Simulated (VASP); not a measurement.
# HfB (I4/mmm) in VASP: notebook, part 2 of 3

VASP 6.6.1. Earlier steps stand in the parts before.

**3. Single point, PBEsol (strain +0.025 along x and y, -0.025 along z)**

File INCAR:

```
PREC = Accurate
ENCUT = 500
EDIFF = 1E-6
ISMEAR = 0
SIGMA = 0.15
LREAL = False
LASPH = True
NELM = 120
ALGO = Normal
ISIF = 2
LWAVE = False
LCHARG = False
GGA = PS
NBANDS = 14
GGA_COMPAT = False
```

File KPOINTS:

```
Automatic mesh
0
Gamma
  18 18 18
```

File POSCAR:

```
HfB
1.0
    0.0000000000      2.3677500000      2.2522500000
    2.3677500000      0.0000000000      2.2522500000
    2.3677500000      2.3677500000      0.0000000000
Hf B
1 1
Direct
    0.5000000000      0.5000000000      0.5000000000
    0.0000000000      0.0000000000      0.0000000000
```

Potentials or basis: VASP PAW PBE potentials, release 64 (Hf_pv, B).

Run with:

```bash
$ cat potpaw_PBE.64/Hf_pv/POTCAR potpaw_PBE.64/B/POTCAR > POTCAR
$ mpirun -np 1 vasp_std > vasp.out
```

OUTCAR:

```text
PREC = Accurate
   ENCUT = 500
   EDIFF = 1E-6
   ISMEAR = 0
   LREAL = False
   LASPH = True
   NELM = 120
   ISIF = 2
   GGA = PS

 ion  position               nearest neighbor table
   1  0.500  0.500  0.500-   2 2.25   2 2.25   2 2.37   2 2.37   2 2.37   2 2.37
   2  0.000  0.000  0.000-   1 2.25   1 2.25   1 2.37   1 2.37   1 2.37   1 2.37

  LATTYP: Found a body centered tetragonal cell.
 ALAT       =     3.3485041623
 C/A-ratio  =     1.3452275349

  Lattice vectors:

 A1 = (   0.0000000000,  -2.3677500000,  -2.2522500000)
 A2 = (   0.0000000000,   2.3677500000,  -2.2522500000)
 A3 = (   2.3677500000,   0.0000000000,   2.2522500000)

Analysis of symmetry for initial positions (statically):
=====================================================================
 Subroutine PRICEL returns:
 Original cell was already a primitive cell.

 Routine SETGRP: Setting up the symmetry group for a
 body centered tetragonal supercell.

 Subroutine GETGRP returns: Found 16 space group operations
 (whereof 16 operations were pure point group operations)
 out of a pool of 16 trial point group operations.

The static configuration has the point symmetry D_4h.

Analysis of symmetry for dynamics (positions and initial velocities):
=====================================================================
 Subroutine PRICEL returns:
 Original cell was already a primitive cell.

 Routine SETGRP: Setting up the symmetry group for a
 body centered tetragonal supercell.

 Subroutine GETGRP returns: Found 16 space group operations
 (whereof 16 operations were pure point group operations)
 out of a pool of 16 trial point group operations.

The dynamic configuration has the point symmetry D_4h.

 Subroutine INISYM returns: Found 16 space group operations
 (whereof 16 operations are pure point group operations),
 and found     1 'primitive' translations

----------------------------------------------------------------------------------------

                                     Primitive cell
[... 121 lines left out ...]
   LRPA    =     F    only Hartree local field effects (RPA)
 non-spin polarized calculation
 Gauss-broadening in eV      SIGMA  =   0.15
  energy-cutoff  :      500.00
  volume of cell :       25.25
 maximum number of plane-waves:       660
   NGX = 11   NGY = 11   NGZ = 13

 number of electron      12.9999998 magnetization

 Free energy of the ion-electron system (eV)
  ---------------------------------------------------
  ext. energy  EPLUGINS =         0.00000000
  ---------------------------------------------------
  free energy    TOTEN  =       -18.22809707 eV

  energy without entropy =      -18.21604346  energy(sigma->0) =      -18.22207026

 E-fermi :   4.8562     XC(G=0): -12.2854

 val. band max:        4.8457697336   @ k =  -0.2778   0.3333   0.2778
 cond. band min:       4.8629503763   @ k =  -0.3889   0.3333   0.0000
 fundamental gap:      0.0171806427
 Fermi energy:         4.8562014120

 k-point     1 :       0.0000    0.0000    0.0000
  band No.  band energies     occupation
      1     -23.5480      2.00000
      2     -23.5308      2.00000
      3     -23.5308      2.00000
      4      -4.6418      2.00000
      5       6.7872      0.00000
      6       6.7872      0.00000
      7       7.3756      0.00000
      8       8.6347      0.00000
      9       8.6540      0.00000
     10       8.6540      0.00000
     11       9.0259      0.00000
     12       9.1495      0.00000
     13      16.4312      0.00000
     14      17.6791      0.00000
[... 377 lines left out ...]
      1     -23.8580      2.00000
      2     -23.5927      2.00000
      3     -23.5698      2.00000
      4      -3.1130      2.00000
      5       3.9261      2.00000
      6       4.6945      1.87265
      7       5.1313      0.00949
      8       8.2178      0.00000
      9       9.1428      0.00000
     10      10.0706      0.00000
     11      13.9289      0.00000
     12      14.5216      0.00000
     13      18.0975      0.00000
     14      19.7646      0.00000

 [... further k-points ...]

------------------------ aborting loop because EDIFF is reached ----------------------------------------

  FORCE on cell =-STRESS in cart. coord.  units (eV):
  Direction    XX          YY          ZZ          XY          YZ          ZX
  --------------------------------------------------------------------------------------
  -------------------------------------------------------------------------------------
  Total        1.7113347      1.7113347      5.6134779      0.0000000      0.0000000      0.0000000
  in kB      108.5743530    108.5743530    356.1429208      0.0000000      0.0000000      0.0000000
  external PRESSURE =     191.0972089 kB  Pullay stress =       0.0000000 kB

 VOLUME and BASIS-vectors are now :
 -----------------------------------------------------------------------------
  energy-cutoff  :      500.00
  volume of cell :       25.25
      direct lattice vectors                 reciprocal lattice vectors
     0.000000000  2.367750000  2.252250000    -0.211170943  0.211170943  0.222000222
     2.367750000  0.000000000  2.252250000     0.211170943 -0.211170943  0.222000222
     2.367750000  2.367750000  0.000000000     0.211170943  0.211170943 -0.222000222

 POSITION                                       TOTAL-FORCE (eV/Angst)
 -----------------------------------------------------------------------------------
      2.36775      2.36775      2.25225         0.000000      0.000000      0.000000
      0.00000      0.00000      0.00000         0.000000      0.000000     -0.000000
 -----------------------------------------------------------------------------------
    total drift:                                0.000000     -0.000000      0.000000

  FREE ENERGIE OF THE ION-ELECTRON SYSTEM (eV)
  ---------------------------------------------------
  free  energy   TOTEN  =       -18.2280970654 eV

  energy  without entropy=      -18.2160434623  energy(sigma->0) =      -18.22207026
```

stdout:

```text
POSCAR found type information on POSCAR HfB
 POSCAR found :  2 types and       2 ions
 scaLAPACK will be used
 -----------------------------------------------------------------------------
|                                                                             |
|                                                                             |
|     You enforced a specific xc type in the INCAR file but a different       |
|     I HOPE YOU KNOW WHAT YOU ARE DOING!                                     |
|                                                                             |
 -----------------------------------------------------------------------------

 LDA part: xc-table for (Slater+PW92), standard interpolation
 POSCAR, INCAR and KPOINTS ok, starting setup
 FFT: planning ... GRIDC
 FFT: planning ... GRID_SOFT
 FFT: planning ... GRID
 WAVECAR not read
 entering main loop
```

Run time: 2.1 min. Hardware: 1 thread of Intel Xeon Platinum 8259CL at 2.50GHz (Skylake/Cascade Lake), shared host; peak memory 0.28 GiB.

What came out:

```yaml
Free_energy: -18.2281 eV
Pressure: 19.1 GPa
```

Stress tensor (GPa, compression positive):
```
10.86  0.00  0.00
 0.00 10.86  0.00
 0.00  0.00 35.61
```

Levels at points of the mesh, in eV from the Fermi level:
```tsv
k point	band 5	band 6	band 7	band 8	band 9	band 10
(0.00, 0.00, 0.00)	1.93	1.93	2.52	3.78	3.80	3.80
(0.50, 0.00, 0.00)	-4.08	-1.45	-1.29	6.11	6.57	7.40
(0.50, 0.50, 0.00)	-1.15	-0.54	2.05	2.05	6.13	7.62
(0.50, 0.00, 0.50)	-1.18	-1.06	2.32	2.58	5.94	7.36
```

Caveat: the cell differs from its parent crystal (strain +0.025 along x and y, -0.025 along z); the PAW data sets were made with another functional, which shifts forces and pressure a little; spin-orbit coupling is left out, which moves the levels of the heavy elements.

**4. Single point, PBEsol (strain +0.050 along x and y, -0.050 along z)**

File INCAR:

```
SYSTEM = HfB
ALGO = Normal
EDIFF = 1E-6
ENCUT = 500
GGA = PS
GGA_COMPAT = .FALSE.
ISIF = 2
ISMEAR = 0
LASPH = .TRUE.
LCHARG = .FALSE.
LREAL = .FALSE.
LWAVE = .FALSE.
NBANDS = 14
NELM = 120
PREC = Accurate
SIGMA = 0.15
```

File KPOINTS:

```
k-points
0
G
  18 18 18
  0 0 0
```

File POSCAR:

```
HfB
1.0
    0.0000000000      2.4255000000      2.1945000000
    2.4255000000      0.0000000000      2.1945000000
    2.4255000000      2.4255000000      0.0000000000
Hf B
1 1
Direct
    0.5000000000      0.5000000000      0.5000000000
    0.0000000000      0.0000000000      0.0000000000
```

Run with:

```bash
$ cat potpaw_PBE.64/Hf_pv/POTCAR potpaw_PBE.64/B/POTCAR > POTCAR
$ mpirun -np 1 vasp_std > vasp.out
```

It took 2.3 min on 1 thread of Intel Xeon Platinum 8259CL at 2.50GHz (Skylake/Cascade Lake), shared host; peak memory 0.29 GiB.

It converged, with:

```yaml
Free_energy: -18.0982 eV
Pressure: 16.0 GPa
```

Stress tensor (GPa, compression positive):
```
 0.42  0.00  0.00
 0.00  0.42  0.00
 0.00  0.00 47.21
```

Levels at points of the mesh, in eV from the Fermi level:
```csv
k point,band 3,band 4,band 5,band 6,band 7,band 8,band 9,band 10,band 11,band 12
"(0.00, 0.00, 0.00)",-28.52,-9.44,1.74,1.74,2.87,3.37,3.61,3.61,4.15,4.36
"(0.50, 0.00, 0.00)",-28.56,-4.93,-4.11,-1.56,-1.28,5.73,6.67,7.36,8.08,12.81
"(0.50, 0.50, 0.00)",-28.81,-6.47,-1.17,-0.14,1.72,1.72,6.07,7.32,7.32,8.98
"(0.50, 0.00, 0.50)",-28.65,-6.72,-1.42,-0.96,2.28,2.81,5.49,6.89,7.81,8.76
```

Caveat: the cell differs from its parent crystal (strain +0.050 along x and y, -0.050 along z); the PAW data sets were made with another functional, which shifts forces and pressure a little; spin-orbit coupling is left out, which moves the levels of the heavy elements.

(Continued in part 3 of 3.)
